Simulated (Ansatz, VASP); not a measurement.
# One calculation of Al, two programs

INCAR

```
PREC = Accurate
ENCUT = 520
EDIFF = 1E-7
ISMEAR = 0
SIGMA = 0.05
LREAL = False
LASPH = True
NELM = 100
ALGO = Normal
ISIF = 2
LWAVE = False
LCHARG = True
GGA = PE
LELF = True
LVHAR = True
NBANDS = 8
```

The input KPOINTS:

```
regular mesh
0
Gamma
  18 18 18
```

POSCAR

```
Al
1.0
    0.0000000000      2.0210630921      2.0210630921
    2.0210630921      0.0000000000      2.0210630921
    2.0210630921      2.0210630921      0.0000000000
Al
1
Direct
    0.0000000000      0.0000000000      0.0000000000
```

Input for Ansatz:

```yaml
crystal:
  lattice:
    - [0.0, 2.0210742824, 2.0210742824]
    - [2.0210742824, 0.0, 2.0210742824]
    - [2.0210742824, 2.0210742824, 0.0]
  atoms:
    - { symbol: Al, position: [0.0, 0.0, 0.0] }
basis:
  ecutwfc: 420
  ecutrho_ratio: 4
kpoints:
  mp_grid: { grid: [18, 18, 18] }
hamiltonian:
  xc: pbe
scf:
  occupations: { method: gaussian, width: 0.05 }
output:
  forces: true
  stress: true
  eigenvalues: true
```

Alike in both runs: task single point; functional PBE; k mesh 18 × 18 × 18; occupations gaussian, width 0.05 eV; no spin polarisation.

|  | VASP | Ansatz |
| --- | --- | --- |
| version | VASP 6.6.1 | Ansatz 0.2.0 |
| potentials or method | VASP PAW PBE potentials, release 64 (Al), cutoff 520 eV | scalar-relativistic, plane waves, PAW |
| valence electrons in the cell | 3 | 3 |

```tsv
	VASP	Ansatz	Ansatz less VASP
pressure (GPa)	0.0	0.0	+0.04
```

With one functional, cell and mesh, what is left measures potentials, basis and numerics.
